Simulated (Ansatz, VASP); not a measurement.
**SnS2 in VASP and in Ansatz**

File POSCAR:

```
SnS2
1.0
    3.6241472585      0.0000000000      0.0000000000
   -1.8120736292      3.1386035929      0.0000000000
    0.0000000000      0.0000000000      6.0119226749
Sn S
1 2
Direct
    0.0000000000      0.0000000000      0.0000000000
    0.3333333333      0.6666666667      0.2457308166
    0.6666666667      0.3333333333      0.7542691834
```

Contents of INCAR.step1:

```
SYSTEM = SnS2
PREC = Accurate ; ENCUT = 400
EDIFF = 1E-5 ; ISMEAR = 0
SIGMA = 0.01 ; LREAL = .FALSE.
LASPH = .TRUE. ; NELM = 120
ALGO = Normal ; ISIF = 2
LWAVE = .TRUE. ; LCHARG = .FALSE.
NBANDS = 20 ; GGA = PE
GGA_COMPAT = .FALSE. ; KPAR = 4
```

The input INCAR.step2:

```
SYSTEM = SnS2
PREC = Accurate ; ENCUT = 400
EDIFF = 1E-6 ; ISMEAR = 0
SIGMA = 0.01 ; LREAL = .FALSE.
LASPH = .TRUE. ; NELM = 120
ALGO = Normal ; ISIF = 2
LWAVE = .FALSE. ; LCHARG = .FALSE.
GGA = PE ; LHFCALC = .TRUE.
HFSCREEN = 0.2079 ; PRECFOCK = Normal
NBANDS = 20 ; ISTART = 1
GGA_COMPAT = .FALSE. ; KPAR = 4
```

Contents of KPOINTS:

```
Automatic mesh
0
G
  6 6 4
  0 0 0
```

Input for Ansatz:

```yaml
crystal:
  lattice:
    - [3.6241472585, 0.0, 0.0]
    - [-1.8120736292, 3.1386035929, 0.0]
    - [0.0, 0.0, 6.0119226749]
  atoms:
    - { symbol: Sn, position: [0.0, 0.0, 0.0] }
    - { symbol: S, position: [0.3333333333, 0.6666666667, 0.2457308166] }
    - { symbol: S, position: [0.6666666667, 0.3333333333, 0.7542691834] }
kpoints:
  mp_grid: { grid: [6, 6, 4] }
  band_path:
    path:
      - [0.0, 0.0, 0.0]
      - [0.5, 0.0, 0.0]
      - [0.3333333333, 0.3333333333, 0.0]
      - [0.0, 0.0, 0.5]
      - [0.5, 0.0, 0.5]
      - [0.3333333333, 0.3333333333, 0.5]
      - [0.0, -0.5, 0.25]
      - [0.0, 0.153646, -0.135417]
      - [0.0, 0.466146, 0.335937]
    npoints: 1
hamiltonian:
  xc: hse06
scf:
  occupations: { method: fixed }
  n_extra_bands: 4
output:
  forces: true
  stress: true
  eigenvalues: true
```

Change from the starting cell: epitaxial_xy strain -1.0%.

Alike in both runs: task single point; functional HSE06; k mesh 6 × 6 × 4; no spin polarisation.

|  | VASP | Ansatz |
| --- | --- | --- |
| version | VASP 6.6.1 | Ansatz 0.2.0 |
| potentials or method | VASP PAW PBE potentials, release 64 (Sn_d, S) | plane waves, PAW |
| plane-wave cutoff (eV) | 400 | 420 |
| occupations | gaussian, width 0.01 eV | fixed |
| valence electrons in the cell | 26 | 26 |

|  | VASP | Ansatz | Ansatz less VASP |
| --- | --- | --- | --- |
| gap on the k mesh at the Fermi level (eV) | 2.40 | 2.40 | +0.005 |
| pressure (GPa) | 0.8 | 1.0 | +0.19 |
| traceless stress, the component that is largest in VASP (GPa) | -1.11 | -1.13 | -0.016 |
| rms of the force components (eV/Å) | 0.130 | 0.124 | -0.0056 |

Atom by atom the forces differ by 0.006 eV/Å (rms over components). Ansatz's warnings: stress exchange threshold loose, stress scf threshold loose.
